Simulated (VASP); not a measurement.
# ZrSe2 (P-3m1) in VASP: single point with HSE06

Aim: the single point of ZrSe2 with HSE06.

Everything below comes from runs of VASP 6.6.1. Logs are shortened: lines on timing, memory, paths and dates and some standing lists are left out, and cuts for length are marked.

**1. The cell of the first run**

The structure is trigonal, space group P-3m1 (No. 164). The conventional cell has a = 3.788 Å, b = 3.788 Å, c = 6.180 Å, α = 90.00°, β = 90.00°, γ = 120.00°. Within 3.5 Å of Zr (site symmetry -3m) lie 6 Se at 2.69 Å. Within 3.5 Å of Se (site symmetry 3m) lie 3 Zr at 2.69 Å.

**2. Single point, HSE06**

POSCAR

```
ZrSe2
1.0
    3.7881123217      0.0000000000      0.0000000000
   -1.8940561609      3.2806015030      0.0000000000
    0.0000000000      0.0000000000      6.1800626954
Zr Se
1 2
Direct
    0.0000000000      0.0000000000      0.0000000000
    0.3333333333      0.6666666667      0.2538098229
    0.6666666667      0.3333333333      0.7461901771
```

INCAR.step1

```
PREC = Accurate
ENCUT = 400
EDIFF = 1E-5
ISMEAR = 0
SIGMA = 0.01
LREAL = F
LASPH = T
NELM = 120
ALGO = Normal
ISIF = 2
LWAVE = T
LCHARG = F
NBANDS = 19
GGA = PE
GGA_COMPAT = F
```

INCAR.step2

```
PREC = Accurate
ENCUT = 400
EDIFF = 1E-6
ISMEAR = 0
SIGMA = 0.01
LREAL = F
LASPH = T
NELM = 120
ALGO = Normal
ISIF = 2
LWAVE = F
LCHARG = F
GGA = PE
LHFCALC = T
HFSCREEN = 0.2079
PRECFOCK = Normal
NBANDS = 19
ISTART = 1
GGA_COMPAT = F
```

KPOINTS

```
regular mesh
0
Gamma
  6 6 2
```

Potentials or basis: VASP PAW PBE potentials, release 64 (Zr_sv, Se).

Run with:

```
$ cat potpaw_PBE.64/Zr_sv/POTCAR potpaw_PBE.64/Se/POTCAR > POTCAR
$ cp INCAR.step1 INCAR
$ mpirun -np 1 vasp_std > vasp.out
$ cp INCAR.step2 INCAR
$ mpirun -np 1 vasp_std > vasp.out
```

OUTCAR:

```text
PREC = Accurate
   ENCUT = 400
   EDIFF = 1E-6
   ISMEAR = 0
   LREAL = F
   LASPH = T
   NELM = 120
   ISIF = 2
   GGA = PE
   LHFCALC = T
   HFSCREEN = 0.2079
   PRECFOCK = Normal
   ISTART = 1

 ion  position               nearest neighbor table
   1  0.000  0.000  0.000-   2 2.69   3 2.69   3 2.69   2 2.69   3 2.69   2 2.69
   2  0.333  0.667  0.254-   1 2.69   1 2.69   1 2.69
   3  0.667  0.333  0.746-   1 2.69   1 2.69   1 2.69

  LATTYP: Found a hexagonal cell.
 ALAT       =     3.7881123217
 C/A-ratio  =     1.6314359688

  Lattice vectors:

 A1 = (   3.7881123217,   0.0000000000,   0.0000000000)
 A2 = (  -1.8940561609,   3.2806015030,   0.0000000000)
 A3 = (   0.0000000000,   0.0000000000,   6.1800626954)

Analysis of symmetry for initial positions (statically):
=====================================================================
 Subroutine PRICEL returns:
 Original cell was already a primitive cell.

 Routine SETGRP: Setting up the symmetry group for a
 hexagonal supercell.

 Subroutine GETGRP returns: Found 12 space group operations
 (whereof 12 operations were pure point group operations)
 out of a pool of 24 trial point group operations.

The static configuration has the point symmetry D_3d.

Analysis of symmetry for dynamics (positions and initial velocities):
=====================================================================
 Subroutine PRICEL returns:
 Original cell was already a primitive cell.

 Routine SETGRP: Setting up the symmetry group for a
 hexagonal supercell.

 Subroutine GETGRP returns: Found 12 space group operations
 (whereof 12 operations were pure point group operations)
 out of a pool of 24 trial point group operations.

The dynamic configuration has the point symmetry D_3d.

 Subroutine INISYM returns: Found 12 space group operations
 (whereof 12 operations are pure point group operations),
 and found     1 'primitive' translations

----------------------------------------------------------------------------------------

                                     Primitive cell

  volume of cell :      76.8014

  direct lattice vectors                    reciprocal lattice vectors
     3.788112322  0.000000000  0.000000000     0.263983725  0.152411074  0.000000000
    -1.894056161  3.280601503  0.000000000     0.000000000  0.304822149  0.000000000
     0.000000000  0.000000000  6.180062695     0.000000000  0.000000000  0.161810656

  length of vectors
     3.788112322  3.788112322  6.180062695     0.304822149  0.304822149  0.161810656

  position of ions in fractional coordinates (direct lattice)
     0.000000000  0.000000000  0.000000000
     0.333333333  0.666666667  0.253809823
     0.666666667  0.333333333  0.746190177

  ion indices of the primitive-cell ions
   primitive index   ion index
                 1           1
                 2           2
                 3           3

----------------------------------------------------------------------------------------

 KPOINTS: regular mesh

Automatic generation of k-mesh.
 Grid dimensions read from file:
 generate k-points for:    6    6    2

 Generating k-lattice:

  Cartesian coordinates                     Fractional coordinates (reciprocal lattice)
     0.043997287  0.025401846  0.000000000     0.166666667 -0.000000000  0.000000000
     0.000000000  0.050803691  0.000000000     0.000000000  0.166666667  0.000000000
     0.000000000  0.000000000  0.080905328     0.000000000  0.000000000  0.500000000

  Length of vectors
     0.050803691  0.050803691  0.080905328

  Shift w.r.t. Gamma in fractional coordinates (k-lattice)
     0.000000000  0.000000000  0.000000000

 Subroutine IBZKPT returns following result:
 ===========================================

 Found     14 irreducible k-points:

 Following reciprocal coordinates:
            Coordinates               Weight
  0.000000  0.000000  0.000000      1.000000
  0.166667 -0.000000  0.000000      6.000000
  0.333333 -0.000000  0.000000      6.000000
  0.500000  0.000000  0.000000      3.000000
  0.166667  0.166667  0.000000      6.000000
  0.333333  0.166667  0.000000     12.000000
  0.333333  0.333333  0.000000      2.000000
  0.000000  0.000000  0.500000      1.000000
  0.166667 -0.000000  0.500000      6.000000
  0.333333 -0.000000  0.500000      6.000000
  0.500000  0.000000  0.500000      3.000000
  0.166667  0.166667  0.500000      6.000000
  0.333333  0.166667  0.500000     12.000000
  0.333333  0.333333  0.500000      2.000000
   k-points           NKPTS =     14   k-points in BZ     NKDIM =     72   number of bands    NBANDS=     19
   number of dos      NEDOS =    301   number of ions     NIONS =      3
   total plane-waves  NPLWV =  31360
   dimension x,y,z NGX =    28 NGY =   28 NGZ =   40
   dimension x,y,z NGXF=    56 NGYF=   56 NGZF=   80
   ions per type =               1   2
   NGX,Y,Z   is equivalent  to a cutoff of  12.29, 12.29, 10.76 a.u.
   NGXF,Y,Z  is equivalent  to a cutoff of  24.58, 24.58, 21.52 a.u.
 SYSTEM =  unknown system
   PREC   = accura    normal or accurate (medium, high low for compatibility)
   ISTART =      1    job   : 0-new  1-cont  2-samecut
   ICHARG =      0    charge: 1-file 2-atom 10-const
   ISPIN  =      1    spin polarized calculation?
   LNONCOLLINEAR =      F non collinear calculations
   LSORBIT =      F    spin-orbit coupling
   LASPH  =      T    aspherical Exc in radial PAW
   ENCUT  =  400.0 eV  29.40 Ry    5.42 a.u.   6.18  6.18 10.08*2*pi/ulx,y,z
   NELM   =    120;   NELMIN=  2; NELMDL=  0     # of ELM steps
   EDIFF  = 0.1E-05   stopping-criterion for ELM
   LREAL  =      F    real-space projection
   EDIFFG = 0.1E-04   stopping-criterion for IOM
   NSW    =      0    number of steps for IOM
   IBRION =     -1    ionic relax: 0-MD 1-quasi-New 2-CG
   NFREE  =      0    steps in history (QN), initial steepest desc. (CG)
   ISIF   =      2    stress and relaxation
   ISYM   =      3    0-nonsym 1-usesym 2-fastsym
   POTIM  = 0.5000    time-step for ionic-motion
   TEBEG  =    0.0;   TEEND  =   0.0 temperature during run
   PSTRESS=    0.0 pullay stress
   NELECT =      24.0000    total number of electrons
   NUPDOWN=      -1.0000    fix difference up-down
   EMIN   =  10.00;   EMAX   =-10.00  energy-range for DOS
   EFERMI =   0.00;   METHOD = LEGACY
   ISMEAR =     0;   SIGMA  =   0.01  broadening in eV -4-tet -1-fermi 0-gaus
   EFERMI_NEDOS =   21; number of points for ismear=-14 and -15
   IALGO  =     38    algorithm
   IMIX   =      1    mixing-type and parameters
     AMIX     =   0.40;   BMIX     =  1.00
     AMIX_MAG =   1.60;   BMIX_MAG =  1.00
  volume/ion in A,a.u.               =      25.60       172.76
  Fermi-wavevector in a.u.,A,eV,Ry     =   1.110935  2.099364 16.792007  1.234178
  Thomas-Fermi vector in A             =   2.247493
   LORBIT       =      0    0 simple, 1 ext, 2 COOP (PROOUT), +10 PAW based schemes
   GGA     = PE    functional components
   LHFCALC =     T    Hartree Fock is set to
   PRECFOCK=normal    Normal, Fast or Accurate (Low or Medium for compatibility)
   ENCUT4O =  -1.0   cutoff for four orbital integrals eV
   NKREDX  =     1    reduce k-point grid by
   NKREDY  =     1    reduce k-point grid by
   NKREDZ  =     1    reduce k-point grid by
   AEXX    =    0.2500 exact exchange contribution
   HFSCREEN=    0.2079 screening length (either q_TF or 0.3 A-1)
   HFSCREENC=   0.2079 screening length for correlation (either q_TF or 0.3 A-1)
   ENCUTFOCK=  -1.0 apply spherical cutoff to Coloumb kernel
   IVDW    =     0    specifies the selected vdW correction
   LEPSILON=     F    determine dielectric tensor
   LRPA    =     F    only Hartree local field effects (RPA)
 non-spin polarized calculation
 Gauss-broadening in eV      SIGMA  =   0.01
  energy-cutoff  :      400.00
  volume of cell :       76.80
 maximum number of plane-waves:      1404
 NGX is ok and might be reduce to    28
  NGX = 20; NGY = 20; NGZ = 32

 number of electron      24.0000000 magnetization

 Free energy of the ion-electron system (eV)
  ---------------------------------------------------
  ext. energy  EPLUGINS =         0.00000000
  ---------------------------------------------------
  free energy    TOTEN  =       -23.32281131 eV

  energy without entropy =      -23.32281131  energy(sigma->0) =      -23.32281131

 E-fermi :   4.1018     XC(G=0):  -7.8966

 val. band max:        3.8894639696   @ k =   0.0000   0.0000   0.0000
 cond. band min:       4.8579600380   @ k =   0.5000   0.0000   0.5000
 fundamental gap:      0.9684960683
 Fermi energy:         4.1017791377

 k-point     1 :       0.0000    0.0000    0.0000
  band No.  band energies     occupation
      1     -49.1668      2.00000
      2     -25.8189      2.00000
      3     -25.6814      2.00000
      4     -25.6814      2.00000
      5     -10.6460      2.00000
      6      -9.2152      2.00000
[... 11 lines left out ...]
     18       9.5527      0.00000
     19       9.6991      0.00000

 k-point     2 :       0.1667   -0.0000    0.0000
  band No.  band energies     occupation
      1     -49.1632      2.00000
      2     -25.8064      2.00000
      3     -25.7381      2.00000
      4     -25.6937      2.00000
      5     -10.3720      2.00000
      6      -9.2405      2.00000
[... 11 lines left out ...]
     18      10.8855      0.00000
     19      11.5049      0.00000

 k-point     3 :       0.3333   -0.0000    0.0000
  band No.  band energies     occupation
      1     -49.1559      2.00000
      2     -25.8503      2.00000
      3     -25.7805      2.00000
      4     -25.7183      2.00000
      5      -9.7725      2.00000
      6      -9.2757      2.00000
[... 11 lines left out ...]
     18      11.4571      0.00000
     19      12.0527      0.00000

 k-point     4 :       0.5000    0.0000    0.0000
  band No.  band energies     occupation
      1     -49.1523      2.00000
      2     -25.9051      2.00000
      3     -25.7679      2.00000
      4     -25.7304      2.00000
      5      -9.5045      2.00000
      6      -9.2111      2.00000
[... 187 lines left out ...]
     18      12.2443      0.00000
     19      12.6837      0.00000

 k-point    13 :       0.3333    0.1667    0.5000
  band No.  band energies     occupation
      1     -49.1523      2.00000
      2     -25.8755      2.00000
      3     -25.7691      2.00000
      4     -25.7593      2.00000
      5      -9.5062      2.00000
      6      -9.2038      2.00000
[... 11 lines left out ...]
     18      11.0451      0.00000
     19      11.9092      0.00000

 k-point    14 :       0.3333    0.3333    0.5000
  band No.  band energies     occupation
      1     -49.1505      2.00000
      2     -25.8348      2.00000
      3     -25.8348      2.00000
      4     -25.7623      2.00000
      5      -9.2726      2.00000
      6      -9.2726      2.00000
[... 11 lines left out ...]
     18      12.3770      0.00000
     19      12.3778      0.00000

------------------------ aborting loop because EDIFF is reached ----------------------------------------

  FORCE on cell =-STRESS in cart. coord.  units (eV):
  Direction    XX          YY          ZZ          XY          YZ          ZX
  --------------------------------------------------------------------------------------
  -------------------------------------------------------------------------------------
  Total        0.0340284      0.0340284      0.2472579     -0.0000000      0.0000000     -0.0000000
  in kB        0.7098774      0.7098774      5.1581203     -0.0000000      0.0000000     -0.0000000
  external PRESSURE =       2.1926251 kB  Pullay stress =       0.0000000 kB

 VOLUME and BASIS-vectors are now :
 -----------------------------------------------------------------------------
  energy-cutoff  :      400.00
  volume of cell :       76.80
      direct lattice vectors                 reciprocal lattice vectors
     3.788112322  0.000000000  0.000000000     0.263983725  0.152411074  0.000000000
    -1.894056161  3.280601503  0.000000000     0.000000000  0.304822149  0.000000000
     0.000000000  0.000000000  6.180062695     0.000000000  0.000000000  0.161810656

 POSITION                                       TOTAL-FORCE (eV/Angst)
 -----------------------------------------------------------------------------------
      0.00000      0.00000      0.00000         0.000000      0.000000      0.000000
     -0.00000      2.18707      1.56856         0.000000      0.000000     -0.159391
      1.89406      1.09353      4.61150        -0.000000      0.000000      0.159391
 -----------------------------------------------------------------------------------
    total drift:                                0.000000      0.000000     -0.000000

  FREE ENERGIE OF THE ION-ELECTRON SYSTEM (eV)
  ---------------------------------------------------
  free  energy   TOTEN  =       -23.3228113093 eV

  energy  without entropy=      -23.3228113093  energy(sigma->0) =      -23.32281131
```

Wall time 16 min (1 thread of AMD EPYC 7R13 (Zen 3), shared host); peak memory 0.26 GiB.

Results:

```
Free energy            : -23.3228 eV
Pressure               : 0.2 GPa
Largest force          : 0.159 eV/Å
Band gap on the k mesh : 0.97 eV (least direct gap 1.80 eV)
```

Forces on the atoms (eV/Å):
```
Zr   0.000  0.000  0.000
Se   0.000  0.000 -0.159
Se   0.000  0.000  0.159
```

Stress tensor (GPa, compression positive):
```
0.07 0.00 0.00
0.00 0.07 0.00
0.00 0.00 0.52
```

Caveat: the k points lie up to 0.51 Å⁻¹ apart; the PAW data sets were made with another functional, which shifts forces and pressure a little; this functional lacks dispersion, which binds layers or chains, so the pressure and a relaxed spacing across them are unreliable. A k mesh can miss the band edges.
